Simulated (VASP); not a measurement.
A run of VASP 6.6.1 is set up as follows.

Contents of INCAR:

```
SYSTEM = Pt
PREC     = Accurate       ! precision mode
ENCUT    = 520            ! plane-wave cutoff, eV
EDIFF    = 1E-6           ! SCF threshold, eV
ISMEAR   = 0              ! smearing method
SIGMA    = 0.15           ! smearing width, eV
LREAL    = .FALSE.        ! projectors in reciprocal space
LASPH    = .TRUE.         ! aspherical terms in the spheres
NELM     = 150            ! most SCF steps
ALGO     = Normal         ! electronic algorithm
ISIF     = 2              ! what is computed and relaxed
LWAVE    = .FALSE.        ! write WAVECAR
LCHARG   = .FALSE.        ! write CHGCAR
ISPIN    = 2              ! spin polarisation
MAGMOM   = 0.2 0.2        ! initial moments
LORBIT   = 11             ! projections on sites
NUPDOWN  = 0.4            ! fixed moment
LMAXMIX  = 4              ! l up to which the mixer works
NBANDS   = 21             ! bands
```

The input KPOINTS:

```
Automatic mesh
0
G
  21 21 10
  0 0 0
```

POSCAR

```
Pt
1.0
    2.8619386323      0.0000000000      0.0000000000
   -1.4309693161      2.4785115596      0.0000000000
    0.0000000000      0.0000000000      4.9418131020
Pt
2
Direct
    0.6666666667      0.3333333333      0.7500000000
    0.3333333333      0.6666666667      0.2500000000
```

Potentials or basis: VASP PAW LDA potentials, release 64 (Pt).

Launch:

```sh
$ cat potpaw_LDA.64/Pt/POTCAR > POTCAR
$ mpirun -np 1 vasp_std > vasp.out
```

(1) Predict the pressure.

## Answers

(1) -31.3 GPa.

Caveat: the cell stands under tension; the total moment is fixed, so each spin has its own Fermi level.
